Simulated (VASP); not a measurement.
Here is a VASP 6.6.1 calculation.

The input INCAR:

```
PREC = Accurate
ENCUT = 520
EDIFF = 1E-6
ISMEAR = -1
SIGMA = 0.05
LREAL = F
LASPH = T
NELM = 150
ALGO = Normal
ISIF = 2
LWAVE = F
LCHARG = T
ISPIN = 2
MAGMOM = 1 1 1 0
LORBIT = 11
LMAXMIX = 4
GGA = PS
LELF = T
LVHAR = T
NBANDS = 28
```

File KPOINTS:

```
Automatic mesh
0
Gamma
  8 8 8
```

The input POSCAR:

```
AlNi3
1.0
    0.0000000000      2.8018887551      2.8018887551
    2.8018887551      0.0000000000      2.8018887551
    2.8018887551      2.8018887551      0.0000000000
Ni Al
3 1
Direct
    0.7500000000      0.7500000000      0.7500000000
    0.0000000000      0.0000000000      0.0000000000
    0.2500000000      0.2500000000      0.2500000000
    0.5000000000      0.5000000000      0.5000000000
```

Potentials or basis: VASP PAW PBE potentials, release 64 (Ni, Al).

Command:

```bash
$ cat potpaw_PBE.64/Ni/POTCAR potpaw_PBE.64/Al/POTCAR > POTCAR
$ mpirun -np 1 vasp_std > vasp.out
```

Problem. What does it give for the pressure?

Solution. -0.6 GPa.

Problem. What does it give for the net moment?

Solution. 0.00 μB per cell.

Caveat: the PAW data sets were made with another functional, which shifts forces and pressure a little.
